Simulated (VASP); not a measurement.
A run of VASP 6.6.1:

Contents of INCAR:

```
PREC     = Accurate       # precision mode
ENCUT    = 520            # plane-wave cutoff, eV
EDIFF    = 1E-6           # SCF threshold, eV
ISMEAR   = -1             # smearing method
SIGMA    = 0.1            # smearing width, eV
LREAL    = False          # projectors in reciprocal space
LASPH    = True           # aspherical terms in the spheres
NELM     = 100            # most SCF steps
ALGO     = Normal         # electronic algorithm
ISIF     = 2              # what is computed and relaxed
LWAVE    = False          # write WAVECAR
LCHARG   = True           # write CHGCAR
GGA      = PE             # functional
LELF     = True           # ELF
LVHAR    = True         
NBANDS   = 14             # bands
```

File KPOINTS:

```
regular mesh
0
Gamma
  13 13 13
```

The input POSCAR:

```
HfC
1.0
    2.9016574817      0.0000000000      0.0000000000
    0.0000000000      2.9016574817      0.0000000000
    0.0000000000      0.0000000000      2.9016574817
Hf C
1 1
Direct
    0.0000000000      0.0000000000      0.0000000000
    0.5000000000      0.5000000000      0.5000000000
```

Potentials or basis: VASP PAW PBE potentials, release 64 (Hf_pv, C).

The run is started by

```sh
$ cat potpaw_PBE.64/Hf_pv/POTCAR potpaw_PBE.64/C/POTCAR > POTCAR
$ mpirun -np 1 vasp_std > vasp.out
```

Hardware: 1 thread of Intel(R) Xeon(R) Platinum 8488C (Sapphire Rapids), with other jobs on the host.

Task: Estimate the wall time of this run.

Result: Run time: 12 s on 1 thread of Intel(R) Xeon(R) Platinum 8488C (Sapphire Rapids) (shared host), peak memory 0.15 GiB. Counts: scf iterations 14, k points 84.
